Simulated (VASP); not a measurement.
Input of a VASP 6.6.1 run:

File INCAR:

```
SYSTEM = Sn
  ALGO = Fast
  EDIFF = 1E-7
  ENCUT = 520
  GGA = PS
  ISIF = 2
  ISMEAR = 0
  LASPH = .TRUE.
  LCHARG = .TRUE.
  LELF = .TRUE.
  LREAL = .FALSE.
  LVHAR = .TRUE.
  LWAVE = .FALSE.
  NBANDS = 13
  NELM = 100
  PREC = Accurate
  SIGMA = 0.15
```

The input KPOINTS:

```
k-points
0
G
  18 18 18
  0 0 0
```

The input POSCAR:

```
Sn
1.0
   -1.9230715965      1.9230715965      1.8662320419
    1.9230715965     -1.9230715965      1.8662320419
    1.9230715965      1.9230715965     -1.8662320419
Sn
1
Direct
    0.0000000000      0.0000000000      0.0000000000
```

Potentials or basis: VASP PAW PBE potentials, release 64 (Sn_d).

The run is started by

```console
$ cat potpaw_PBE.64/Sn_d/POTCAR > POTCAR
$ mpirun -np 1 vasp_std > vasp.out
```

Estimate the pressure.

-2.6 GPa.

Estimate the band gap on the k mesh.

zero (bands 7 and 8 overlap by 10.12 eV).

Stress tensor (GPa, compression positive):
```
-2.31  0.00  0.00
 0.00 -2.31  0.00
 0.00  0.00 -3.08
```

Caveat: the cell differs from its parent crystal (strain +0.015 along x and y, -0.015 along z); the PAW data sets were made with another functional, which shifts forces and pressure a little; spin-orbit coupling is left out, which moves the levels of the heavy elements.
